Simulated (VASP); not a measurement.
A run of VASP 6.6.1:

File POSCAR:

```
CdS
1.0
   -0.1384494565      2.7003976037      2.7003976037
    2.7003976037     -0.1384494565      2.7003976037
    2.7003976037      2.7003976037     -0.1384494565
Cd S
1 1
Direct
    0.0000000000      0.0000000000      0.0000000000
    0.5000000000      0.5000000000      0.5000000000
```

INCAR.step1

```
SYSTEM = CdS
PREC     = Accurate       ! precision mode
ENCUT    = 700            ! plane-wave cutoff, eV
ISMEAR   = -1             ! smearing method
SIGMA    = 0.02           ! smearing width, eV
LREAL    = .False.        ! projectors in reciprocal space
LASPH    = .True.         ! aspherical terms in the spheres
NELM     = 120            ! most SCF steps
NBANDS   = 20             ! bands
GGA      = PE             ! functional
ALGO     = Normal         ! electronic algorithm
EDIFF    = 1E-5           ! SCF threshold, eV
LWAVE    = .True.         ! write WAVECAR
LCHARG   = .False.        ! write CHGCAR
GGA_COMPAT= .False.
```

Contents of INCAR.step2:

```
SYSTEM = CdS
PREC     = Accurate       ! precision mode
ENCUT    = 700            ! plane-wave cutoff, eV
EDIFF    = 1E-6           ! SCF threshold, eV
ISMEAR   = -1             ! smearing method
SIGMA    = 0.02           ! smearing width, eV
LREAL    = .False.        ! projectors in reciprocal space
LASPH    = .True.         ! aspherical terms in the spheres
NELM     = 120            ! most SCF steps
ALGO     = Normal         ! electronic algorithm
ISIF     = 2              ! what is computed and relaxed
LWAVE    = .False.        ! write WAVECAR
LCHARG   = .False.        ! write CHGCAR
METAGGA  = R2SCAN         ! meta-GGA
LMIXTAU  = .True.       
NBANDS   = 20             ! bands
ISTART   = 1            
GGA_COMPAT= .False.
```

The input KPOINTS:

```
regular mesh
0
Gamma
  8 8 8
  0 0 0
```

Potentials or basis: VASP PAW PBE potentials, release 64 (Cd_sv_GW, S).

Command:

```bash
$ cat potpaw_PBE.64/Cd_sv_GW/POTCAR potpaw_PBE.64/S/POTCAR > POTCAR
$ cp INCAR.step1 INCAR
$ mpirun -np 1 vasp_std > vasp.out
$ cp INCAR.step2 INCAR
$ mpirun -np 1 vasp_std > vasp.out
```

Hardware: 1 thread of Intel(R) Xeon(R) Platinum 8259CL CPU @ 2.50GHz (Skylake/Cascade Lake), on a shared host.

Problem. How long does it take, and how much memory?

Solution. It took 4.4 min on 1 thread of Intel(R) Xeon(R) Platinum 8259CL CPU @ 2.50GHz (Skylake/Cascade Lake), on a shared host, peak memory 0.28 GiB. Counts: k points 65.
